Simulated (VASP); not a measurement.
# CuSi16 (a cell with a defect) in VASP: single point with PBE

Aim: the single point of CuSi16 (a cell with a defect) with PBE.

All numbers are computed with VASP 6.6.1; they aren't measurements. Logs are shortened: lines on timing, memory, paths and dates and some standing lists are left out, and cuts for length are marked.

## 1. The cell of the first run

The cell holds a defect, 17 atoms: a = 7.679 Å, b = 7.679 Å, c = 7.679 Å, α = 60.00°, β = 60.00°, γ = 60.00°.

## 2. Single point, PBE, collinear spin

INCAR reads:

```
  ALGO = Normal
  EDIFF = 1E-6
  ENCUT = 520
  GGA = PE
  ISIF = 2
  ISMEAR = 0
  ISPIN = 2
  LASPH = True
  LCHARG = False
  LMAXMIX = 4
  LORBIT = 11
  LREAL = Auto
  LWAVE = False
  MAGMOM = 0 0 0 0 0 0 0 0 0 0 0 0 0 0 0 0 1
  NBANDS = 56
  NELM = 150
  PREC = Accurate
  SIGMA = 0.02
```

KPOINTS reads:

```
k-points
0
Gamma
  2 2 2
```

POSCAR reads:

```
CuSi16
1.0
    0.0000000000      5.4300000000      5.4300000000
    5.4300000000      0.0000000000      5.4300000000
    5.4300000000      5.4300000000      0.0000000000
Si Cu
16 1
Direct
    0.0003213511     -0.0001960738     -0.0002290419
    0.1253325863      0.1248557583      0.1244239994
    0.0003422765      0.0001699999      0.4990793786
    0.1246780846      0.1237603009      0.6254664380
    0.0002168051      0.4995351558     -0.0000109460
    0.1243033529      0.6255070655      0.1242760139
   -0.0050994484      0.5014768890      0.5017626987
    0.1242231994      0.6258779898      0.6256627923
    0.5000469540     -0.0001838793     -0.0002400602
    0.6260183356      0.1235204366      0.1243827703
    0.5023997045     -0.0068373149      0.5019872647
    0.6260261220      0.1237919202      0.6254570902
    0.5017445014      0.5010656852     -0.0045809939
    0.6258700556      0.6255222385      0.1242835347
    0.5018473782      0.5015123929      0.5017756020
    0.6252174653      0.6236991297      0.6258898752
    0.3755279959      0.3728634158      0.3762105241
```

Potentials or basis: VASP PAW PBE potentials, release 64 (Si, Cu).

Started as:

```bash
$ cat potpaw_PBE.64/Si/POTCAR potpaw_PBE.64/Cu/POTCAR > POTCAR
$ mpirun -np 1 vasp_std > vasp.out
```

OUTCAR:

```text
EDIFF = 1E-6
   ENCUT = 520
   GGA = PE
   ISIF = 2
   ISMEAR = 0
   ISPIN = 2
   LASPH = True
   LORBIT = 11
   LREAL = Auto
   NELM = 150
   PREC = Accurate

 ion  position               nearest neighbor table
   1  0.000  1.000  1.000-   6 2.35  10 2.35   4 2.35   2 2.35
   2  0.125  0.125  0.124-   3 2.35   5 2.35   9 2.35   1 2.35
   3  0.000  0.000  0.499-   8 2.35   4 2.35  12 2.35   2 2.35
   4  0.125  0.124  0.625-   1 2.35   3 2.35   7 2.37  11 2.37  17 2.71
   5  0.000  0.500  1.000-   8 2.35   6 2.35  14 2.35   2 2.35
   6  0.124  0.626  0.124-   1 2.35   5 2.35  13 2.37   7 2.37  17 2.73
   7  0.995  0.501  0.502-  16 2.32   6 2.37   8 2.37   4 2.37  17 2.39
   8  0.124  0.626  0.626-   3 2.35   5 2.35   7 2.37  15 2.37  17 2.73
   9  0.500  1.000  1.000-  14 2.35  10 2.35  12 2.35   2 2.35
  10  0.626  0.124  0.124-   9 2.35   1 2.35  13 2.37  11 2.37  17 2.72
  11  0.502  0.993  0.502-  16 2.32  10 2.37   4 2.37  12 2.37  17 2.38
  12  0.626  0.124  0.625-   9 2.35   3 2.35  15 2.37  11 2.37  17 2.71
  13  0.502  0.501  0.995-  16 2.32   6 2.37  14 2.37  10 2.37  17 2.39
  14  0.626  0.626  0.124-   9 2.35   5 2.35  13 2.37  15 2.37  17 2.73
  15  0.502  0.502  0.502-  16 2.32  14 2.37   8 2.37  12 2.37  17 2.39
  16  0.625  0.624  0.626-  11 2.32  13 2.32  15 2.32   7 2.32
  17  0.376  0.373  0.376-  11 2.38  15 2.39   7 2.39  13 2.39  12 2.71   4 2.71  10 2.72   8 2.73
                            14 2.73   6 2.73

  LATTYP: Found a face centered cubic cell.
 ALAT       =    10.8600000000

  Lattice vectors:

 A1 = (   0.0000000000,   5.4300000000,   5.4300000000)
 A2 = (   5.4300000000,   0.0000000000,   5.4300000000)
 A3 = (   5.4300000000,   5.4300000000,   0.0000000000)

Analysis of symmetry for initial positions (statically):
=====================================================================
 Subroutine PRICEL returns:
 Original cell was already a primitive cell.

 Routine SETGRP: Setting up the symmetry group for a
 face centered cubic supercell.

 Subroutine GETGRP returns: Found  1 space group operations
 (whereof  1 operations were pure point group operations)
 out of a pool of 48 trial point group operations.

The static configuration has the point symmetry C_1 .

Analysis of symmetry for dynamics (positions and initial velocities):
=====================================================================
 Subroutine PRICEL returns:
 Original cell was already a primitive cell.

 Routine SETGRP: Setting up the symmetry group for a
 face centered cubic supercell.

 Subroutine GETGRP returns: Found  1 space group operations
[... 173 lines left out ...]
  ext. energy  EPLUGINS =         0.00000000
  ---------------------------------------------------
  free energy    TOTEN  =       -87.44864203 eV

  energy without entropy =      -87.44552686  energy(sigma->0) =      -87.44708445

 E-fermi :   6.9169     XC(G=0):  -9.6629

 val. band max:        6.9158125357   @ k =   0.5000   0.5000   0.5000
 cond. band min:       6.9184737018   @ k =   0.0000   0.5000   0.0000
 fundamental gap:      0.0026611661
 Fermi energy:         6.9169127595

 spin component 1

 k-point     1 :       0.0000    0.0000    0.0000
  band No.  band energies     occupation
      1      -5.9369      1.00000
      2      -3.5467      1.00000
      3      -3.5454      1.00000
      4      -3.5452      1.00000
      5      -3.5223      1.00000
      6      -2.0182      1.00000
[... 405 lines left out ...]
     48      10.4629      0.00000
     49      10.4807      0.00000
 Fermi energy:         6.9169127595

 spin component 2

 k-point     1 :       0.0000    0.0000    0.0000
  band No.  band energies     occupation
      1      -5.9194      1.00000
      2      -3.5337      1.00000
      3      -3.5324      1.00000
      4      -3.5321      1.00000
      5      -3.5068      1.00000
      6      -1.9826      1.00000
[... 405 lines left out ...]
     48      10.4827      0.00000
     49      10.4941      0.00000
 [bands above 49 left out]

------------------------ aborting loop because EDIFF is reached ----------------------------------------

  FORCE on cell =-STRESS in cart. coord.  units (eV):
  Direction    XX          YY          ZZ          XY          YZ          ZX
  --------------------------------------------------------------------------------------
  -------------------------------------------------------------------------------------
  Total        8.8573077      8.8591867      8.8591039     -0.0271437     -0.0695394      0.0358910
  in kB       44.3182731     44.3276749     44.3272604     -0.1358155     -0.3479462      0.1795838
  external PRESSURE =      44.3244028 kB  Pullay stress =       0.0000000 kB

 VOLUME and BASIS-vectors are now :
 -----------------------------------------------------------------------------
  energy-cutoff  :      520.00
  volume of cell :      320.21
      direct lattice vectors                 reciprocal lattice vectors
     0.000000000  5.430000000  5.430000000    -0.092081031  0.092081031  0.092081031
     5.430000000  0.000000000  5.430000000     0.092081031 -0.092081031  0.092081031
     5.430000000  5.430000000  0.000000000     0.092081031  0.092081031 -0.092081031

 POSITION                                       TOTAL-FORCE (eV/Angst)
 -----------------------------------------------------------------------------------
     10.85769      5.43050      5.43068         0.000981      0.000770     -0.000701
      1.35359      1.35618      1.35852         0.001543      0.001174     -0.001141
      2.71092      2.71186      0.00278        -0.000857      0.000747     -0.000517
      4.06830      4.07328      1.34902         0.001966      0.000177      0.002695
      8.14242      5.43112      2.71365         0.002891     -0.002582      0.002689
      4.07132      1.34979      4.07147        -0.001774      0.007932     -0.000101
[... 9 lines left out ...]
      6.78527      6.79351      6.78162        -0.000319     -0.002223      0.001894
      4.06747      4.08194      4.06377         0.000109     -0.005901      0.004890
 -----------------------------------------------------------------------------------
    total drift:                                0.013741     -0.002999      0.004188

  FREE ENERGIE OF THE ION-ELECTRON SYSTEM (eV)
  ---------------------------------------------------
  free  energy   TOTEN  =       -87.4486420327 eV

  energy  without entropy=      -87.4455268583  energy(sigma->0) =      -87.44708445

 total charge

# of ion       s       p       d       tot
------------------------------------------
    1        0.741   0.955   0.000   1.696
    2        0.740   0.960   0.000   1.700
    3        0.741   0.955   0.000   1.696
    4        0.735   0.950   0.000   1.685
    5        0.741   0.955   0.000   1.696
    6        0.735   0.950   0.000   1.685
[... 9 lines left out ...]
   16        0.779   0.947   0.000   1.726
   17        0.492   0.400   9.217  10.109
--------------------------------------------------
tot         12.319  15.698   9.217  37.235

 magnetization (x)

# of ion       s       p       d       tot
------------------------------------------
    1        0.001   0.001   0.000   0.002
    2        0.001  -0.000   0.000   0.000
    3        0.002   0.002   0.000   0.003
    4        0.001   0.000   0.000   0.001
    5        0.001   0.001   0.000   0.003
    6        0.001   0.000   0.000   0.001
[... 9 lines left out ...]
   16        0.013   0.011   0.000   0.024
   17        0.031   0.006  -0.001   0.035
--------------------------------------------------
tot          0.063   0.026  -0.001   0.087
```

stdout:

```text
POSCAR found type information on POSCAR SiCu
 POSCAR found :  2 types and      17 ions
 scaLAPACK will be used
 LDA part: xc-table for (Slater+PW92), standard interpolation
 POSCAR, INCAR and KPOINTS ok, starting setup
 FFT: planning ... GRIDC
 FFT: planning ... GRID_SOFT
 FFT: planning ... GRID
 WAVECAR not read
 entering main loop
```

It took 18 min on 1 thread of Intel Xeon Platinum 8175M at 2.50GHz (Skylake/Cascade Lake), shared host; peak memory 0.72 GiB.

Results:

| Quantity | Value |
| --- | --- |
| Free energy | -87.4486 eV |
| Pressure | 4.4 GPa |
| Largest force | 0.015 eV/Å |
| Net moment | 0.27 μB per cell |
| Site moments | Si +0.00, +0.02 (each value once); Cu +0.04 μB |
| Valence electrons inside the program's atomic spheres | Si 1.70, 1.69, 1.73 (each value once); Cu 10.11 |

Forces in eV/Å, atoms in the order of the input:
```
Si   0.001  0.001 -0.001
Si   0.002  0.001 -0.001
Si  -0.001  0.001 -0.001
Si   0.002  0.000  0.003
Si   0.003 -0.003  0.003
Si  -0.002  0.008  0.000
Si   0.006 -0.009 -0.005
Si  -0.012  0.002 -0.002
Si   0.001  0.001 -0.001
Si   0.007 -0.001  0.002
Si  -0.011  0.007 -0.008
Si   0.002 -0.003  0.000
Si  -0.003 -0.003  0.003
Si  -0.002  0.000 -0.008
Si   0.007  0.005  0.009
Si   0.000 -0.002  0.002
Cu   0.000 -0.006  0.005
```

Caveat: the k points lie up to 0.50 Å⁻¹ apart.
